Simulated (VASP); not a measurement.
Crystal: ZnSe.

```
Zn Se
1.0
     0.00000    2.83242    2.83242
     2.66927    0.00000    2.83242
     2.66927    2.83242    0.00000
Zn Se
1 1
Cartesian
  0.0000 0.0000 0.0000
  1.3346 1.4162 1.4162
```

This cell differs from its parent crystal: uniaxial x strain -5.8%.

Base run:

* Program: VASP 6.6.1
* Functional: r2SCAN
* Potentials or basis: VASP PAW PBE potentials, release 64 (Zn, Se)
* Cutoff: 520 eV
* k mesh: 8 × 8 × 8
* Occupations: gaussian, width 0.01 eV
* Spin: no spin polarisation

Its results: band gap on the k mesh 1.99 eV, direct; pressure 4.5 GPa.

Problem. The run is repeated on the same cell with these changes: functional from r2SCAN to PBE; occupations from gaussian, width 0.01 eV to fermi-dirac, width 0.02 eV. What comes out?

Solution. Band gap on the k mesh 1.40 eV, direct; pressure 6.9 GPa.

Caveats: the PAW data sets were made with another functional, which shifts forces and pressure a little (some runs).

